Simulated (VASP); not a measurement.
# Na4H in VASP: a series of runs, part 2 of 3

VASP 6.6.1. The steps go on from the part before.

**3. Single point, PBE**

File INCAR:

```
ALGO = Normal
DIPOL = 0.5 0.5 0.292
EDIFF = 1E-6
ENCUT = 520
GGA = PE
IDIPOL = 3
ISIF = 2
ISMEAR = 0
LASPH = T
LCHARG = T
LDIPOL = T
LELF = T
LREAL = F
LVACPOTAV = T
LVHAR = T
LWAVE = F
NBANDS = 40
NELM = 60
PREC = Accurate
SIGMA = 0.1
```

File KPOINTS:

```
k-points
0
Gamma
  4 4 1
```

File POSCAR:

```
Na4H
1.0
    7.2665057608      0.0000000000      0.0000000000
   -2.4221685869      6.8509273320      0.0000000000
    0.0000000000      0.0000000000     20.9665385532
Na H
8 2
Direct
    0.2500000000      0.2500000000      0.1907801800
    0.2500000000      0.7500000000      0.1907801800
    0.7500000000      0.2500000000      0.1907801800
    0.7500000000      0.7500000000      0.1907801800
    0.0000000000      0.0000000000      0.3322693699
    0.0000000000      0.5000000000      0.3322693699
    0.5000000000      0.0000000000      0.3322693699
    0.5000000000      0.5000000000      0.3322693699
   -0.1028692503      0.7500000000      0.4147817977
    0.1028692503      0.7500000000      0.4147817977
```

Potentials or basis: VASP PAW PBE potentials, release 64 (Na_pv, H).

On the command line:

```console
> cat potpaw_PBE.64/Na_pv/POTCAR potpaw_PBE.64/H/POTCAR > POTCAR
> mpirun -np 1 vasp_std > vasp.out
```

Wall time 12 min (1 thread of Oxide Virtual Turin-like, shared host); peak memory 1 GiB.

Results (log left out):

```
Free energy            : -14.1126 eV
Largest force          : 1.307 eV/Å
Band gap on the k mesh : zero (bands 29 and 30 overlap by 0.71 eV)
```

Forces on the atoms (eV/Å):
```
Na   0.013  0.019  0.030
Na   0.042 -0.001 -0.001
Na  -0.013 -0.019  0.030
Na  -0.042  0.001 -0.001
Na   0.062 -0.209  0.231
Na  -0.062  0.209  0.231
Na  -0.038 -0.103  0.129
Na   0.038  0.103  0.129
H    1.245 -0.093 -0.389
H   -1.245  0.093 -0.389
```

Levels at points of the mesh, in eV from the Fermi level:
```csv
k point,band 25,band 26,band 27,band 28,band 29,band 30,band 31,band 32,band 33,band 34
"(0.00, 0.00, 0.00)",-4.41,-2.54,-0.70,-0.11,0.46,0.47,0.58,0.90,1.18,1.38
"(0.50, 0.00, 0.00)",-4.36,-1.93,-1.72,-0.53,0.07,0.17,0.45,0.80,1.73,1.77
"(0.00, 0.50, 0.00)",-4.37,-1.89,-1.70,-0.22,-0.21,0.13,0.44,0.66,1.66,1.78
"(0.50, 0.50, 0.00)",-4.35,-1.66,-1.49,-0.66,-0.49,-0.25,0.41,0.65,1.38,1.47
```

**4. Single point, PBE**

File INCAR:

```
SYSTEM = Na4H
ALGO = Normal
DIPOL = 0.5 0.5 0.280
EDIFF = 1E-6
ENCUT = 520
GGA = PE
IDIPOL = 3
ISIF = 2
ISMEAR = 0
LASPH = .TRUE.
LCHARG = .FALSE.
LDIPOL = .TRUE.
LREAL = .FALSE.
LWAVE = .FALSE.
NBANDS = 40
NELM = 60
PREC = Accurate
SIGMA = 0.1
```

File KPOINTS:

```
k-points
0
G
  4 4 1
  0 0 0
```

POSCAR, as its differences from that of step 3:

```diff
@@ -16,3 +16,3 @@
     0.5000000000      0.5000000000      0.3322693699
-   -0.1028692503      0.7500000000      0.4147817977
-    0.1028692503      0.7500000000      0.4147817977
+   -0.1537878090      0.7500000000      0.3537321401
+    0.1537878090      0.7500000000      0.3537321401
```

Potentials or basis: VASP PAW PBE potentials, release 64 (Na_pv, H).

On the command line:

```console
> cat potpaw_PBE.64/Na_pv/POTCAR potpaw_PBE.64/H/POTCAR > POTCAR
> mpirun -np 1 vasp_std > vasp.out
```

OUTCAR:

```text
SYSTEM = Na4H
   EDIFF = 1E-6
   ENCUT = 520
   GGA = PE
   ISIF = 2
   ISMEAR = 0
   LASPH = .TRUE.
   LREAL = .FALSE.
   NELM = 60
   PREC = Accurate

 ion  position               nearest neighbor table
   1  0.250  0.250  0.191-
   2  0.250  0.750  0.191-
   3  0.750  0.250  0.191-
   4  0.750  0.750  0.191-
   5  0.000  0.000  0.332-
   6  0.000  0.500  0.332-
   7  0.500  0.000  0.332-
   8  0.500  0.500  0.332-
   9  0.846  0.750  0.354-
  10  0.154  0.750  0.354-

  LATTYP: Found a base centered orthorhombic cell.
 ALAT       =     8.3906381142
 B/A-ratio  =     1.4142135624
 C/A-ratio  =     2.4988014342

  Lattice vectors:

 A1 = (   7.2665057608,   0.0000000000,   0.0000000000)
 A2 = (  -2.4221685869,   6.8509273320,   0.0000000000)
 A3 = (   0.0000000000,   0.0000000000,  20.9665385532)

Analysis of symmetry for initial positions (statically):
=====================================================================
 Subroutine PRICEL returns:
 Original cell was already a primitive cell.

 Routine SETGRP: Setting up the symmetry group for a
 base centered orthorhombic supercell.

 Subroutine GETGRP returns: Found  2 space group operations
 (whereof  1 operations were pure point group operations)
 out of a pool of  8 trial point group operations.

The static configuration has the point symmetry C_1 .
 The point group associated with its full space group is C_2 .

Analysis of symmetry for dynamics (positions and initial velocities):
=====================================================================
 Subroutine PRICEL returns:
 Original cell was already a primitive cell.

 Routine SETGRP: Setting up the symmetry group for a
[... 133 lines left out ...]
   GGA     = PE    functional components
   LHFCALC =     F    Hartree Fock is set to
   AEXX    =    0.0000 exact exchange contribution
   IVDW    =     0    specifies the selected vdW correction
   LEPSILON=     F    determine dielectric tensor
   LRPA    =     F    only Hartree local field effects (RPA)
 non-spin polarized calculation
 Gauss-broadening in eV      SIGMA  =   0.10
  energy-cutoff  :      520.00
  volume of cell :     1043.76
 maximum number of plane-waves:     28122
   NGX = 27   NGY = 27   NGZ = 77

 number of electron      57.9999950 magnetization

 dipolmoment           0.000000      0.000000      0.024447 electrons x Angstroem

 Free energy of the ion-electron system (eV)
  ---------------------------------------------------
  ext. energy  EPLUGINS =         0.00000000
  ---------------------------------------------------
  free energy    TOTEN  =       -15.01052118 eV

  energy without entropy =      -14.99221665  energy(sigma->0) =      -15.00136892

 E-fermi :  -1.9707     XC(G=0):  -2.5268

 val. band max:       -1.9848769701   @ k =   0.2500   0.5000   0.0000
 cond. band min:      -1.9027261247   @ k =   0.5000   0.0000   0.0000
 fundamental gap:      0.0821508455
 Fermi energy:        -1.9706786424

 k-point     1 :       0.0000    0.0000    0.0000
  band No.  band energies     occupation
      1     -27.1794      2.00000
      2     -27.1699      2.00000
      3     -27.1678      2.00000
      4     -27.1558      2.00000
      5     -27.1172      2.00000
      6     -27.1148      2.00000
[... 419 lines left out ...]
     39       1.4139      0.00000
     40       1.5098      0.00000

------------------------ aborting loop because EDIFF is reached ----------------------------------------

 vacuum level on the upper side and lower side of the slab       (xc-potential included)        -0.057        -0.154

  FORCE on cell =-STRESS in cart. coord.  units (eV):
  Direction    XX          YY          ZZ          XY          YZ          ZX
  --------------------------------------------------------------------------------------
  -------------------------------------------------------------------------------------
  Total       -0.9790703      0.9076688     -0.3023664      0.5627934      0.0000000      0.0000000
  in kB       -1.5028746      1.3932731     -0.4641329      0.8638888      0.0000000      0.0000000
  external PRESSURE =      -0.1912448 kB  Pullay stress =       0.0000000 kB

 VOLUME and BASIS-vectors are now :
 -----------------------------------------------------------------------------
  energy-cutoff  :      520.00
  volume of cell :     1043.76
      direct lattice vectors                 reciprocal lattice vectors
     7.266505761  0.000000000  0.000000000     0.137617726  0.048655214  0.000000000
    -2.422168587  6.850927332  0.000000000     0.000000000  0.145965641  0.000000000
     0.000000000  0.000000000 20.966538553     0.000000000  0.000000000  0.047695045

 POSITION                                       TOTAL-FORCE (eV/Angst)
 -----------------------------------------------------------------------------------
      1.21108      1.71273      4.00000        -0.001497      0.020471      0.035003
      0.00000      5.13820      4.00000        -0.003868     -0.007677      0.011669
      4.84434      1.71273      4.00000         0.001497     -0.020471      0.035003
      3.63325      5.13820      4.00000         0.003868      0.007677      0.011669
      0.00000      0.00000      6.96654         0.481517      0.529748     -0.111210
     -1.21108      3.42546      6.96654        -0.481517     -0.529748     -0.111210
      3.63325      0.00000      6.96654        -0.216812     -0.237537      0.044483
      2.42217      3.42546      6.96654         0.216812      0.237537      0.044483
      4.33238      5.13820      7.41654        -1.073152     -1.196863      0.020056
     -0.69913      5.13820      7.41654         1.073152      1.196863      0.020056
 -----------------------------------------------------------------------------------
    total drift:                               -0.000000     -0.000000     -0.003862

  FREE ENERGIE OF THE ION-ELECTRON SYSTEM (eV)
  ---------------------------------------------------
  free  energy   TOTEN  =       -15.0105211825 eV

  energy  without entropy=      -14.9922166503  energy(sigma->0) =      -15.00136892

 vacuum level on the upper side and lower side of the slab         0.945         0.836
```

OSZICAR:

```text
N       E                     dE             d eps       ncg     rms          rms(c)
DAV:   1     0.360077973784E+03    0.36008E+03   -0.26981E+04  1104   0.104E+03
DAV:   2     0.309117719604E+01   -0.35699E+03   -0.35290E+03   896   0.330E+02
DAV:   3    -0.173851593681E+02   -0.20476E+02   -0.20359E+02   968   0.874E+01
[... 15 lines left out ...]
DAV:  19    -0.150104642479E+02   -0.37901E-04   -0.28672E-06   640   0.357E-03    0.151E-03
DAV:  20    -0.150105111167E+02   -0.46869E-04   -0.40846E-06   616   0.320E-03    0.171E-03
DAV:  21    -0.150105157258E+02   -0.46091E-05   -0.16120E-07   640   0.113E-03    0.109E-03
DAV:  22    -0.150105205309E+02   -0.48051E-05   -0.28792E-07   608   0.921E-04    0.200E-04
DAV:  23    -0.150105211825E+02   -0.65163E-06   -0.36591E-08   656   0.711E-04
   1 F= -.15010521E+02 E0= -.15001369E+02  d E =-.183045E-01
```

Run time: 13 min. Hardware: 1 thread of Oxide Virtual Turin-like, shared host; peak memory 1 GiB.

Results:

```
Free energy            : -15.0105 eV
Largest force          : 1.608 eV/Å
Band gap on the k mesh : zero (bands 29 and 30 overlap by 0.79 eV)
```

Forces on the atoms (eV/Å):
```
Na  -0.001  0.020  0.035
Na  -0.004 -0.008  0.012
Na   0.001 -0.020  0.035
Na   0.004  0.008  0.012
Na   0.482  0.530 -0.111
Na  -0.482 -0.530 -0.111
Na  -0.217 -0.238  0.044
Na   0.217  0.238  0.044
H   -1.073 -1.197  0.020
H    1.073  1.197  0.020
```

[end of part 2 of 3]
